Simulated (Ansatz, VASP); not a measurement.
## SiC: VASP beside Ansatz

File INCAR:

```
SYSTEM = SiC
ALGO     = Normal         ! electronic algorithm
EDIFF    = 1E-6           ! SCF threshold, eV
ENCUT    = 520            ! plane-wave cutoff, eV
GGA      = PS             ! functional
ISIF     = 2              ! what is computed and relaxed
ISMEAR   = 0              ! smearing method
LASPH    = .True.         ! aspherical terms in the spheres
LCHARG   = .False.        ! write CHGCAR
LREAL    = .False.        ! projectors in reciprocal space
LWAVE    = .False.        ! write WAVECAR
NBANDS   = 11             ! bands
NELM     = 80             ! most SCF steps
PREC     = Accurate       ! precision mode
SIGMA    = 0.05           ! smearing width, eV
```

File KPOINTS:

```
k-points
0
Gamma
  10 10 10
  0 0 0
```

File POSCAR:

```
SiC
1.0
    0.0000000000      2.1603089512      2.1603089512
    2.1603089512      0.0000000000      2.1603089512
    2.1603089512      2.1603089512      0.0000000000
Si C
1 1
Direct
    0.0058896629     -0.0058896629      0.0058896629
    0.7362283587      0.7637716413      0.7362283587
```

Input for Ansatz:

```yaml
crystal:
  lattice:
    - [0.0, 2.1603089512, 2.1603089512]
    - [2.1603089512, 0.0, 2.1603089512]
    - [2.1603089512, 2.1603089512, 0.0]
  atoms:
    - { symbol: Si, position: [0.0058896629, -0.0058896629, 0.0058896629] }
    - { symbol: C, position: [0.7362283587, 0.7637716413, 0.7362283587] }
basis:
  ecutwfc: 520.0
kpoints:
  mp_grid: { grid: [10, 10, 10] }
hamiltonian:
  xc: pbesol
scf:
  occupations: { method: gaussian, width: 0.05 }
output:
  forces: true
  stress: true
  eigenvalues: true
```

Change from the starting cell: mode 6 frozen in at -0.060 Å, equal normal strain along x, y and z -0.0083.

Alike in both runs: task single point; functional PBEsol; k mesh 10 × 10 × 10; occupations gaussian, width 0.05 eV; no spin polarisation.

|  | VASP | Ansatz |
| --- | --- | --- |
| version | VASP 6.6.1 | Ansatz 0.2.0 |
| potentials or method | VASP PAW PBE potentials, release 64 (Si, C), cutoff 520 eV | scalar-relativistic, plane waves, PAW |
| valence electrons in the cell | 8 | 8 |

VASP gave:

| Item | Value |
| --- | --- |
| gap on the k mesh at the Fermi level (eV) | 0.81 |
| least direct gap on the mesh (eV) | 4.27 |
| pressure (GPa) | 7.1 |
| traceless stress, the component that is largest in VASP (GPa) | -6.77 |
| rms of the force components (eV/Å) | 0.987 |

Q: Which values does Ansatz return?

A: gap on the k mesh at the Fermi level (eV): 0.82; least direct gap on the mesh (eV): 4.27; pressure (GPa): 6.8; traceless stress, the component that is largest in VASP (GPa): -6.71; rms of the force components (eV/Å): 0.985.

VASP's potentials were made for PBE, not for PBEsol. Atom by atom the forces differ by 0.003 eV/Å (rms over components).
